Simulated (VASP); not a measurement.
A run of VASP 6.6.1 is set up as follows.

File INCAR:

```
SYSTEM = I
PREC = Accurate ; ENCUT = 520
EDIFF = 1E-6 ; ISMEAR = -1
SIGMA = 0.05 ; LREAL = .FALSE.
LASPH = .TRUE. ; NELM = 80
ALGO = Normal ; ISIF = 2
LWAVE = .FALSE. ; LCHARG = .TRUE.
GGA = PS ; LELF = .TRUE.
LVHAR = .TRUE. ; NBANDS = 10
```

File KPOINTS:

```
regular mesh
0
G
  7 7 11
  0 0 0
```

POSCAR

```
I
1.0
    2.1514208363     -3.2347504203     -0.3572318197
    2.1514208363      3.2347504203     -0.3572318197
   -1.7089028865      0.0000000000      2.5140964802
I
1
Direct
    0.5000000000      0.5000000000      0.5000000000
```

Potentials or basis: VASP PAW PBE potentials, release 64 (I).

Launch:

```bash
$ cat potpaw_PBE.64/I/POTCAR > POTCAR
$ mpirun -np 1 vasp_std > vasp.out
```

(1) Predict the pressure.

(2) Predict the band gap on the k mesh.

Answers

(1) 5.0 GPa.

(2) zero (an odd number of electrons rules out a gap without spin polarisation).

Caveat: the cell stands under pressure; the PAW data sets were made with another functional, which shifts forces and pressure a little; spin-orbit coupling is left out, which moves the levels of the heavy elements; an odd number of electrons without spin polarisation forces a metal; a magnetic or distorted state may lie lower.
